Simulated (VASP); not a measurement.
A run of VASP 6.6.1 is set up as follows.

The input INCAR:

```
SYSTEM = HfN
PREC = Accurate
ENCUT = 520
EDIFF = 1E-7
ISMEAR = 0
SIGMA = 0.15
LREAL = .False.
LASPH = .True.
NELM = 60
ALGO = Normal
ISIF = 2
LWAVE = .False.
LCHARG = .True.
GGA = PE
LELF = .True.
LVHAR = .True.
NBANDS = 14
```

The input KPOINTS:

```
regular mesh
0
Gamma
  22 22 22
  0 0 0
```

POSCAR

```
HfN
1.0
    0.0000000000      2.2170491446      2.2170491446
    2.2170491446      0.0000000000      2.2170491446
    2.2170491446      2.2170491446      0.0000000000
Hf N
1 1
Direct
    0.0000000000      0.0000000000      0.0000000000
    0.5000000000      0.5000000000      0.5000000000
```

Potentials or basis: VASP PAW PBE potentials, release 64 (Hf_pv, N).

The run is started by

```bash
$ cat potpaw_PBE.64/Hf_pv/POTCAR potpaw_PBE.64/N/POTCAR > POTCAR
$ mpirun -np 1 vasp_std > vasp.out
```

What does it give for the pressure?

21.0 GPa.

Predict the band gap on the k mesh.

zero (an odd number of electrons rules out a gap without spin polarisation).

Caveat: the cell differs from its parent crystal (strain -0.025 along x and y, -0.025 along z); the cell stands under pressure; spin-orbit coupling is left out, which moves the levels of the heavy elements.
